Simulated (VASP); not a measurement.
VSi2: single point with PBE

Crystal: VSi2.

```
V Si
1.0
     4.53480    0.00000    0.00000
    -2.26740    3.92725    0.00000
     0.00000    0.00000    6.31890
V Si
3 6
Direct
  0.00000 0.50000 0.16667
  0.50000 0.50000 0.83333
  0.50000 0.00000 0.50000
  0.83751 0.67501 0.50000
  0.16249 0.83751 0.83333
  0.67501 0.83751 0.16667
  0.16249 0.32499 0.50000
  0.83751 0.16249 0.83333
  0.32499 0.16249 0.16667
```

* Program: VASP 6.6.1
* Task: single point
* Functional: PBE
* Potentials or basis: VASP PAW PBE potentials, release 64 (V_sv, Si)
* Cutoff: 520 eV
* k mesh: 6 × 6 × 4
* Occupations: gaussian, width 0.1 eV
* Spin: no spin polarisation
* Dipole correction: no
* Further INCAR settings: ALGO = Normal; EDIFF = 1e-07; NBANDS = 42

| Property | Result |
| --- | --- |
| Pressure | 3.9 GPa |
| Largest force | 0.081 eV/Å |
| Band gap on the k mesh | zero (an odd number of electrons rules out a gap without spin polarisation) |

Forces on the atoms (eV/Å):
```
V    0.000  0.000  0.000
V    0.000  0.000  0.000
V    0.000  0.000  0.000
Si   0.000 -0.081  0.000
Si   0.070 -0.041  0.000
Si  -0.070 -0.041  0.000
Si   0.000  0.081  0.000
Si  -0.070  0.041  0.000
Si   0.070  0.041  0.000
```

Stress tensor (GPa, compression positive):
```
3.49 0.00 0.00
0.00 3.49 0.00
0.00 0.00 4.84
```

Levels at points of the mesh, in eV from the Fermi level:
```tsv
k point	band 30	band 31	band 32	band 33	band 34	band 35
(0.00, 0.00, 0.00)	-1.83	-1.83	-1.72	0.38	2.15	2.49
(0.50, 0.00, 0.00)	-0.58	-0.12	0.04	0.43	1.07	1.44
(0.00, 0.00, 0.50)	-1.89	-1.60	0.57	0.57	2.14	2.52
(0.50, 0.00, 0.50)	-1.28	-0.46	-0.06	0.85	1.31	1.77
```

It took 2.2 min on 1 thread of AMD EPYC 7R13 Processor (Zen 3) (shared host), peak memory 0.24 GiB.

Caveat: the cell stands under pressure; an odd number of electrons without spin polarisation forces a metal; a magnetic or distorted state may lie lower.
